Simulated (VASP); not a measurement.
# Sn (P6/mmm) in VASP: a series of runs, part 2 of 2

VASP 6.6.1.

## Step 4: Single point, PBE

This run uses another cell than the first one, of 27.82 Å³/atom.

Contents of INCAR:

```
SYSTEM = Sn
  PREC = Accurate
  ENCUT = 500
  EDIFF = 1E-6
  ISMEAR = 0
  SIGMA = 0.1
  LREAL = .False.
  LASPH = .True.
  NELM = 120
  ALGO = Normal
  ISIF = 2
  LWAVE = .False.
  LCHARG = .False.
  GGA = PE
  NBANDS = 28
  GGA_COMPAT = .False.
```

Contents of KPOINTS:

```
regular mesh
0
Gamma
  12 12 14
  0 0 0
```

Contents of POSCAR:

```
Sn
1.0
    5.4295502498      0.0000000000      0.0000000000
   -2.7147751249      4.7021284474      0.0000000000
    0.0000000000      0.0000000000      3.2690195956
Sn
3
Direct
    0.0000000000      0.0000000000      0.0000000000
    0.3333333333      0.6666666667      0.5000000000
    0.6666666667      0.3333333333      0.5000000000
```

Potentials or basis: VASP PAW PBE potentials, release 64 (Sn_d).

The run is started by

```bash
cat potpaw_PBE.64/Sn_d/POTCAR > POTCAR
mpirun -np 1 vasp_std > vasp.out
```

OUTCAR:

```text
SYSTEM = Sn
   PREC = Accurate
   ENCUT = 500
   EDIFF = 1E-6
   ISMEAR = 0
   LREAL = .False.
   LASPH = .True.
   NELM = 120
   ISIF = 2
   GGA = PE

 ion  position               nearest neighbor table
   1  0.000  0.000  0.000-   2 3.54   3 3.54   2 3.54   3 3.54   2 3.54   2 3.54   3 3.54   3 3.54
                             3 3.54   3 3.54   2 3.54   2 3.54
   2  0.333  0.667  0.500-   3 3.13   3 3.13   3 3.13   1 3.54   1 3.54   1 3.54   1 3.54   1 3.54
                             1 3.54
   3  0.667  0.333  0.500-   2 3.13   2 3.13   2 3.13   1 3.54   1 3.54   1 3.54   1 3.54   1 3.54
                             1 3.54

  LATTYP: Found a hexagonal cell.
 ALAT       =     5.4295502498
 C/A-ratio  =     0.6020792598

  Lattice vectors:

 A1 = (   5.4295502498,   0.0000000000,   0.0000000000)
 A2 = (  -2.7147751249,   4.7021284474,   0.0000000000)
 A3 = (   0.0000000000,   0.0000000000,   3.2690195956)

Analysis of symmetry for initial positions (statically):
=====================================================================
 Subroutine PRICEL returns:
 Original cell was already a primitive cell.

 Routine SETGRP: Setting up the symmetry group for a
 hexagonal supercell.

 Subroutine GETGRP returns: Found 24 space group operations
 (whereof 24 operations were pure point group operations)
 out of a pool of 24 trial point group operations.

The static configuration has the point symmetry D_6h.

Analysis of symmetry for dynamics (positions and initial velocities):
=====================================================================
 Subroutine PRICEL returns:
 Original cell was already a primitive cell.

 Routine SETGRP: Setting up the symmetry group for a
 hexagonal supercell.

 Subroutine GETGRP returns: Found 24 space group operations
 (whereof 24 operations were pure point group operations)
 out of a pool of 24 trial point group operations.

The dynamic configuration has the point symmetry D_6h.

 Subroutine INISYM returns: Found 24 space group operations
 (whereof 24 operations are pure point group operations),
 and found     1 'primitive' translations

----------------------------------------------------------------------------------------

                                     Primitive cell

  volume of cell :      83.4595

  direct lattice vectors                    reciprocal lattice vectors
     5.429550250  0.000000000  0.000000000     0.184177317  0.106334824  0.000000000
    -2.714775125  4.702128447  0.000000000     0.000000000  0.212669648  0.000000000
     0.000000000  0.000000000  3.269019596     0.000000000  0.000000000  0.305902112

  length of vectors
     5.429550250  5.429550250  3.269019596     0.212669648  0.212669648  0.305902112

  position of ions in fractional coordinates (direct lattice)
     0.000000000  0.000000000  0.000000000
     0.333333333  0.666666667  0.500000000
     0.666666667  0.333333333  0.500000000

  ion indices of the primitive-cell ions
   primitive index   ion index
                 1           1
                 2           2
                 3           3

----------------------------------------------------------------------------------------

 KPOINTS: regular mesh

Automatic generation of k-mesh.
 Grid dimensions read from file:
 generate k-points for:   12   12   14

 Generating k-lattice:

  Cartesian coordinates                     Fractional coordinates (reciprocal lattice)
     0.015348110  0.008861235  0.000000000     0.083333333  0.000000000  0.000000000
     0.000000000  0.017722471  0.000000000     0.000000000  0.083333333  0.000000000
     0.000000000  0.000000000  0.021850151     0.000000000  0.000000000  0.071428571

  Length of vectors
     0.017722471  0.017722471  0.021850151

  Shift w.r.t. Gamma in fractional coordinates (k-lattice)
     0.000000000  0.000000000  0.000000000

 Subroutine IBZKPT returns following result:
 ===========================================

 Found    152 irreducible k-points:

 Following reciprocal coordinates:
            Coordinates               Weight
  0.000000  0.000000  0.000000      1.000000
  0.083333  0.000000  0.000000      6.000000
  0.166667  0.000000  0.000000      6.000000
  0.250000  0.000000  0.000000      6.000000
  0.333333  0.000000  0.000000      6.000000
  0.416667 -0.000000  0.000000      6.000000
[... 16 lines left out ...]
  0.250000  0.000000  0.071429     12.000000
  0.333333  0.000000  0.071429     12.000000
 [... further k-points ...]
   k-points           NKPTS =    152   k-points in BZ     NKDIM =    152   number of bands    NBANDS=     28
   number of dos      NEDOS =    301   number of ions     NIONS =      3
   total plane-waves  NPLWV =  38400
   dimension x,y,z NGX =    40 NGY =   40 NGZ =   24
   dimension x,y,z NGXF=    80 NGYF=   80 NGZF=   48
   ions per type =               3
   NGX,Y,Z   is equivalent  to a cutoff of  12.25, 12.25, 12.21 a.u.
   NGXF,Y,Z  is equivalent  to a cutoff of  24.49, 24.49, 24.41 a.u.
 SYSTEM =  Sn
   PREC   = accura    normal or accurate (medium, high low for compatibility)
   ISTART =      0    job   : 0-new  1-cont  2-samecut
   ICHARG =      2    charge: 1-file 2-atom 10-const
   ISPIN  =      1    spin polarized calculation?
   LNONCOLLINEAR =      F non collinear calculations
   LSORBIT =      F    spin-orbit coupling
   LASPH  =      T    aspherical Exc in radial PAW
   ENCUT  =  500.0 eV  36.75 Ry    6.06 a.u.   9.90  9.90  5.96*2*pi/ulx,y,z
   NELM   =    120;   NELMIN=  2; NELMDL= -5     # of ELM steps
   EDIFF  = 0.1E-05   stopping-criterion for ELM
   LREAL  =      F    real-space projection
   EDIFFG = 0.1E-04   stopping-criterion for IOM
   NSW    =      0    number of steps for IOM
   IBRION =     -1    ionic relax: 0-MD 1-quasi-New 2-CG
   NFREE  =      0    steps in history (QN), initial steepest desc. (CG)
   ISIF   =      2    stress and relaxation
   ISYM   =      2    0-nonsym 1-usesym 2-fastsym
   POTIM  = 0.5000    time-step for ionic-motion
   TEBEG  =    0.0;   TEEND  =   0.0 temperature during run
   PSTRESS=    0.0 pullay stress
   NELECT =      42.0000    total number of electrons
   NUPDOWN=      -1.0000    fix difference up-down
   EMIN   =  10.00;   EMAX   =-10.00  energy-range for DOS
   EFERMI =   0.00;   METHOD = LEGACY
   ISMEAR =     0;   SIGMA  =   0.10  broadening in eV -4-tet -1-fermi 0-gaus
   EFERMI_NEDOS =   21; number of points for ismear=-14 and -15
   IALGO  =     38    algorithm
   IMIX   =      4    mixing-type and parameters
     AMIX     =   0.40;   BMIX     =  1.00
     AMIX_MAG =   1.60;   BMIX_MAG =  1.00
  volume/ion in A,a.u.               =      27.82       187.74
  Fermi-wavevector in a.u.,A,eV,Ry     =   1.302165  2.460735 23.070492  1.695633
  Thomas-Fermi vector in A             =   2.433251
   LORBIT       =      0    0 simple, 1 ext, 2 COOP (PROOUT), +10 PAW based schemes
   GGA     = PE    functional components
   LHFCALC =     F    Hartree Fock is set to
   AEXX    =    0.0000 exact exchange contribution
   IVDW    =     0    specifies the selected vdW correction
   LEPSILON=     F    determine dielectric tensor
   LRPA    =     F    only Hartree local field effects (RPA)
 non-spin polarized calculation
 Gauss-broadening in eV      SIGMA  =   0.10
  energy-cutoff  :      500.00
  volume of cell :       83.46
 maximum number of plane-waves:      2142
 NGX is ok and might be reduce to    40
   NGX = 19   NGY = 19   NGZ = 11

 number of electron      42.0000001 magnetization

 Free energy of the ion-electron system (eV)
  ---------------------------------------------------
  ext. energy  EPLUGINS =         0.00000000
  ---------------------------------------------------
  free energy    TOTEN  =       -11.32254822 eV

  energy without entropy =      -11.31236170  energy(sigma->0) =      -11.31745496

 E-fermi :   7.8257     XC(G=0): -10.2503

 val. band max:        7.8240118500   @ k =   0.0833   0.0833   0.2857
 cond. band min:       7.8292558114   @ k =   0.4167  -0.0000   0.0714
 fundamental gap:      0.0052439615
 Fermi energy:         7.8257245272

 k-point     1 :       0.0000    0.0000    0.0000
  band No.  band energies     occupation
      1     -13.8833      2.00000
      2     -13.8086      2.00000
      3     -13.8086      2.00000
      4     -13.7566      2.00000
      5     -13.7566      2.00000
      6     -13.7467      2.00000
[... 20 lines left out ...]
     27      15.7426      0.00000
     28      15.8570      0.00000
[... 683 lines left out ...]
 k-point    24 :       0.3333    0.0000    0.0714
  band No.  band energies     occupation
      1     -13.8708      2.00000
      2     -13.8149      2.00000
      3     -13.8127      2.00000
      4     -13.7643      2.00000
      5     -13.7599      2.00000
      6     -13.7285      2.00000
[... 20 lines left out ...]
     27      14.2622      0.00000
     28      16.0889      0.00000

 [... further k-points ...]
[... 5 lines left out ...]
  --------------------------------------------------------------------------------------
  -------------------------------------------------------------------------------------
  Total       -0.0227796     -0.0227796     -0.0246494      0.0000000      0.0000000     -0.0000000
  in kB       -0.4373018     -0.4373018     -0.4731965      0.0000000      0.0000000     -0.0000000
  external PRESSURE =      -0.4492667 kB  Pullay stress =       0.0000000 kB

 VOLUME and BASIS-vectors are now :
 -----------------------------------------------------------------------------
  energy-cutoff  :      500.00
  volume of cell :       83.46
      direct lattice vectors                 reciprocal lattice vectors
     5.429550250  0.000000000  0.000000000     0.184177317  0.106334824  0.000000000
    -2.714775125  4.702128447  0.000000000     0.000000000  0.212669648  0.000000000
     0.000000000  0.000000000  3.269019596     0.000000000  0.000000000  0.305902112

 POSITION                                       TOTAL-FORCE (eV/Angst)
 -----------------------------------------------------------------------------------
      0.00000      0.00000      0.00000         0.000000      0.000000      0.000000
     -0.00000      3.13475      1.63451        -0.000000      0.000000      0.000000
      2.71478      1.56738      1.63451         0.000000     -0.000000      0.000000
 -----------------------------------------------------------------------------------
    total drift:                               -0.000000      0.000000      0.000000

  FREE ENERGIE OF THE ION-ELECTRON SYSTEM (eV)
  ---------------------------------------------------
  free  energy   TOTEN  =       -11.3225482179 eV

  energy  without entropy=      -11.3123617007  energy(sigma->0) =      -11.31745496
```

stdout:

```text
POSCAR found type information on POSCAR Sn
 POSCAR found :  1 types and       3 ions
 scaLAPACK will be used
 LDA part: xc-table for (Slater+PW92), standard interpolation
 POSCAR, INCAR and KPOINTS ok, starting setup
 FFT: planning ... GRIDC
 FFT: planning ... GRID_SOFT
 FFT: planning ... GRID
 WAVECAR not read
 entering main loop
```

Run time: 4.9 min. Hardware: 1 thread of Intel Xeon 8259CL, shared host; peak memory 0.36 GiB.

What came out:

* Free energy: -11.3225 eV
* Pressure: 0.0 GPa
* Band gap on the k mesh: zero (bands 21 and 22 overlap by 4.30 eV)

Caveat: spin-orbit coupling is left out, which moves the levels of the heavy elements.

## Step 5: Overview

```csv
task,cell,k mesh,gap on the mesh (eV),pressure (GPa),relaxed volume (Å³/atom)
relaxation of cell and atoms,"relaxed from a = 6.151, b = 6.151, c = 3.771 Å, angles 90.0, 90.0, 120.0°, 3 atoms",3 × 3 × 4,none,0.0,28.71
relaxation of cell and atoms,"relaxed from a = 5.619, b = 5.619, c = 3.158 Å, angles 90.0, 90.0, 120.0°, 3 atoms",6 × 6 × 6,none,-0.1,27.85
single point,"a = 5.430, b = 5.430, c = 3.269 Å, angles 90.0, 90.0, 120.0°, 3 atoms",12 × 12 × 14,none,0.0,-
```

Alike in all rows: level PBE; potentials or basis VASP PAW PBE potentials, release 64 (Sn_d); no spin polarisation; cutoff (eV) 500; smearing gaussian 0.1 eV.

Caveats: some runs use coarse meshes; spin-orbit coupling is left out, which moves the levels of the heavy elements; the volume moved by over 15 % at a fixed basis, so the end points are rough (at least some runs).

Total energies depend on the potentials used, so only differences within one code and one set of settings carry meaning.
